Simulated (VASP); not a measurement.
Crystal: Bi.

```
Bi
1.0
     3.23838    0.00000    0.00000
     0.00000    3.22164    0.00000
    -0.08045    0.00000    6.44389
Bi
2
Direct
  0.54425 0.00000 0.74958
  0.45575 0.00000 0.25042
```

Base run:

- Program: VASP 6.6.1
- Functional: PBEsol
- Potentials or basis: VASP PAW PBE potentials, release 64 (Bi_d)
- Cutoff: 520 eV
- k mesh: 8 × 8 × 4
- Occupations: fermi-dirac, width 0.05 eV
- Spin: no spin polarisation

Its results: band gap on the k mesh zero (band 15 reaches 10.55 eV, above the bottom of band 16 at 4.25 eV); pressure -0.5 GPa; largest force 0.013 eV/Å.

Question: After a change of settings the same cell gave: band gap on the k mesh zero (band 15 reaches 10.73 eV, above the bottom of band 16 at 4.42 eV); pressure 2.1 GPa; largest force 0.017 eV/Å. Which change was it?
A. functional from PBEsol to PBE
B. functional from PBEsol to LDA; potentials or basis from VASP PAW PBE potentials, release 64 (Bi_d) to VASP PAW LDA potentials, release 64 (Bi_d)
C. functional from PBEsol to r2SCAN; further incar settings from ALGO = Fast; EDIFF = 1e-06; NBANDS = 22 to ALGO = Normal; EDIFF = 1e-06; NBANDS = 22
D. k mesh from 8 × 8 × 4 to 7 × 7 × 4; further incar settings from ALGO = Fast; EDIFF = 1e-06; NBANDS = 22 to ALGO = Normal; EDIFF = 1e-06; NBANDS = 22

Answer: A.

PBE binds less tightly than PBEsol, so the same cell stands under more pressure.

Caveats: spin-orbit coupling is left out, which moves the levels of the heavy elements; the PAW data sets were made with another functional, which shifts forces and pressure a little (some runs).
